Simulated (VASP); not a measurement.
Wanted: the native input for a VASP 6.6.1 run.

| Quantity | Value |
| --- | --- |
| Task | single point |
| Functional | PBE |
| Dispersion | D3(BJ) |
| Potentials or basis | VASP PAW PBE potentials, release 64 (Pb_d, O) |
| Cutoff | 600 eV |
| k mesh | 8 × 8 × 6 |
| Occupations | gaussian, width 0.02 eV |
| Spin | no spin polarisation |
| Dipole correction | no |
| Further INCAR settings | ALGO = Normal; EDIFF = 1e-06; NBANDS = 28 |

The structure of PbO lies in POSCAR:

```
PbO
1.0
    4.1549679998      0.0000000000      0.0000000000
    0.0000000000      4.0036948930      0.0000000000
    0.0000000000      0.0000000000      4.9575286104
Pb O
2 2
Direct
    0.0000000000      0.5000000000      0.2376724500
    0.5000000000      0.0000000000      0.7623275500
    0.0000000000      0.0000000000     -0.0086706732
    0.5000000000      0.5000000000      0.0086706732
```

This cell differs from its parent crystal: uniaxial strain along a: +3.0 %.

One way to write it, as run:

INCAR

```
PREC = Accurate ; ENCUT = 600
EDIFF = 1E-6 ; ISMEAR = 0
SIGMA = 0.02 ; LREAL = F
LASPH = T ; NELM = 120
ALGO = Normal ; ISIF = 2
LWAVE = F ; LCHARG = F
GGA = PE ; IVDW = 12
NBANDS = 28 ; GGA_COMPAT = F
```

KPOINTS

```
Automatic mesh
0
Gamma
  8 8 6
```

Potentials or basis: VASP PAW PBE potentials, release 64 (Pb_d, O).

Run with:

```console
$ cat potpaw_PBE.64/Pb_d/POTCAR potpaw_PBE.64/O/POTCAR > POTCAR
$ mpirun -np 1 vasp_std > vasp.out
```

It gave:

* Pressure: -1.3 GPa
* Largest force: 0.092 eV/Å
* Band gap on the k mesh: 1.32 eV (least direct gap 2.18 eV)
* Dispersion energy per atom: -0.230 eV

Caveat: the cell differs from its parent crystal (uniaxial strain along a: +3.0 %); spin-orbit coupling is left out, which moves the levels of the heavy elements.

It took 4.9 min on 1 thread of Intel Xeon 8259CL, with other jobs on the host, peak memory 0.38 GiB.
